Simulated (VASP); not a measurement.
Here is a VASP 6.6.1 calculation.

File INCAR:

```
SYSTEM = InP
  ALGO = Normal
  EDIFF = 1E-8
  ENCUT = 520
  GGA = PE
  ISIF = 2
  ISMEAR = -1
  LASPH = .True.
  LCHARG = .False.
  LEFG = .True.
  LREAL = .False.
  LWAVE = .False.
  NBANDS = 16
  NELM = 60
  PREC = Accurate
  SIGMA = 0.03
```

Contents of KPOINTS:

```
k-points
0
Gamma
  8 8 8
  0 0 0
```

The input POSCAR:

```
InP
1.0
    0.0000000000      2.9305000000      2.9305000000
    2.9305000000      0.0000000000      2.9305000000
    2.9305000000      2.9305000000      0.0000000000
In P
1 1
Direct
    0.0000000000      0.0000000000      0.0000000000
    0.7500000000      0.7500000000      0.7500000000
```

Potentials or basis: VASP PAW PBE potentials, release 64 (In_d, P).

Run with:

```console
$ cat potpaw_PBE.64/In_d/POTCAR potpaw_PBE.64/P/POTCAR > POTCAR
$ mpirun -np 1 vasp_std > vasp.out
```

What does it give for the pressure?

3.3 GPa.

Predict the band gap on the k mesh.

0.71 eV, direct.

Caveat: without QUAD_EFG the Cq values of the log hold for a quadrupole moment of 1 mb, not for the nuclei; spin-orbit coupling is left out, which moves the levels of the heavy elements.
